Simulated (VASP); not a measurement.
Runs of VASP 6.6.1 on HfSnSe4. The structure is that of space group P6/mmm (No. 191), or close to it. The cells are those of the table. 

```tsv
task	cell	k mesh	cutoff (eV)	gap on the mesh (eV)	pressure (GPa)	largest force (eV/Å)
single point	a = 5.071, b = 5.071, c = 5.800 Å, angles 90.0, 90.0, 120.0°, 6 atoms	6 × 6 × 2	520	none	-0.1	-
single point	a = 4.950, b = 4.950, c = 6.198 Å, angles 90.0, 90.0, 120.0°, 6 atoms	12 × 12 × 6	520	none	-0.2	0.01
single point	a = 4.199, b = 4.199, c = 8.729 Å, angles 90.0, 90.0, 120.0°, 6 atoms	6 × 6 × 2	520	none	12.6	(b)
relaxation of cell and atoms	relaxed from a = 4.199, b = 4.199, c = 8.729 Å, angles 90.0, 90.0, 120.0°, 6 atoms	6 × 6 × 2	600	none	0.0	0.03
single point	a = 4.998, b = 4.998, c = 6.058 Å, angles 90.0, 90.0, 120.0°, 6 atoms	6 × 6 × 4	520	none	-0.1	(a)
```

Alike in all rows: level PBE; potentials or basis VASP PAW PBE potentials, release 64 (Hf_pv, Sn_d, Se); no spin polarisation; smearing gaussian 0.1 eV.

Task: Fill in the values left out.

Result: (a) 0.04; (b) 1.00.

Caveats: some runs use coarse meshes; spin-orbit coupling is left out, which moves the levels of the heavy elements.

A k mesh can miss the band edges, and the runs leave out spin-orbit coupling on Hf, Se, Sn.

A gap of «none» marks levels without a gap at the run's occupations.
